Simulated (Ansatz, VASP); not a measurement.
## One calculation of BaBr, two programs

```
Ba Br
1.0
     4.04971    0.00000    0.00000
     0.00000    4.04971    0.00000
     0.00000    0.00000    4.06335
Ba Br
1 1
Direct
  0.00000 0.00000 0.00000
  0.50000 0.50000 0.50000
```

Change from the starting cell: species swapped into the FePt type (P4/mmm, No. 123).

Alike in both runs: functional PBE; k mesh 14 × 14 × 14; occupations gaussian, width 0.1 eV; no spin polarisation.

Ansatz relaxed the structure, and its values are those at the end. VASP's run is a single point on that final structure, the one shown.

|  | VASP | Ansatz |
| --- | --- | --- |
| version | VASP 6.6.1 | Ansatz 0.2.0 |
| potentials or method | VASP PAW PBE potentials, release 64 (Ba_sv, Br), cutoff 520 eV | scalar-relativistic, plane waves, PAW |
| valence electrons in the cell | 17 | 17 |

|  | VASP | Ansatz | Ansatz less VASP |
| --- | --- | --- | --- |
| gap on the k mesh at the Fermi level (eV) | none | none | - |
| pressure (GPa) | 0.4 | 0.0 | -0.38 |

A gap of «none» marks a metal or a gap that the smearing closes.

Neither program's run includes spin-orbit coupling.
